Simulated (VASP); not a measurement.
Runs of VASP 6.6.1 on Ru. The structure is that of space group P6_3/mmc (No. 194), or close to it. The cells are those of the table. 

| task | cell | k mesh | cutoff (eV) | smearing | gap on the mesh (eV) | pressure (GPa) |
| --- | --- | --- | --- | --- | --- | --- |
| single point | a = 2.879, b = 2.879, c = 4.170 Å, angles 90.0, 90.0, 120.0°, 2 atoms | 18 × 18 × 10 | 520 | gaussian 0.1 eV | none | -18.4 |
| single point | a = 2.732, b = 2.732, c = 4.581 Å, angles 90.0, 90.0, 120.0°, 2 atoms | 18 × 18 × 10 | 520 | gaussian 0.1 eV | none | -18.7 |
| relaxation of cell and atoms | relaxed from a = 2.706, b = 2.706, c = 4.282 Å, angles 90.0, 90.0, 120.0°, 2 atoms | 18 × 18 × 10 | 600 | gaussian 0.1 eV | none | 0.0 |
| single point | a = 2.720, b = 2.720, c = 4.297 Å, angles 90.0, 90.0, 120.0°, 2 atoms | 12 × 12 × 8 | 520 | gaussian 0.15 eV | none | -0.1 |
| single point | a = 2.859, b = 2.859, c = 4.268 Å, angles 90.0, 90.0, 120.0°, 2 atoms | 18 × 18 × 10 | 520 | gaussian 0.1 eV | none | (a) |
| single point | a = 2.775, b = 2.775, c = 4.006 Å, angles 90.0, 90.0, 120.0°, 2 atoms | 18 × 18 × 10 | 520 | gaussian 0.1 eV | none | 14.4 |
| single point | a = 2.720, b = 2.720, c = 4.297 Å, angles 90.0, 90.0, 120.0°, 2 atoms | 18 × 18 × 10 | 520 | gaussian 0.1 eV | none | -0.1 |
| single point | a = 2.775, b = 2.775, c = 4.135 Å, angles 90.0, 90.0, 120.0°, 2 atoms | 18 × 18 × 10 | 520 | gaussian 0.1 eV | none | (b) |
| single point | a = 2.901, b = 2.901, c = 4.206 Å, angles 90.0, 90.0, 120.0°, 2 atoms | 18 × 18 × 10 | 520 | gaussian 0.1 eV | none | -23.1 |

Alike in all rows: level PBE; potentials or basis VASP PAW PBE potentials, release 64 (Ru_pv); no spin polarisation.

Estimate the missing entries.

(a) -21.8; (b) 1.3.

Caveats: the stress differs along the axes, from -27 to -2 GPa (at least some runs); the stress differs along the axes, from -33 to -11 GPa (at least some runs); the stress differs along the axes, from -27 to -11 GPa (at least some runs); the stress differs along the axes, from 1 to 42 GPa (at least some runs); the stress differs along the axes, from -7 to 18 GPa (at least some runs); the stress differs along the axes, from -31 to -8 GPa (at least some runs).

A k mesh can miss the band edges, and the runs leave out spin-orbit coupling on Ru.

A gap of «none» marks levels without a gap at the run's occupations.
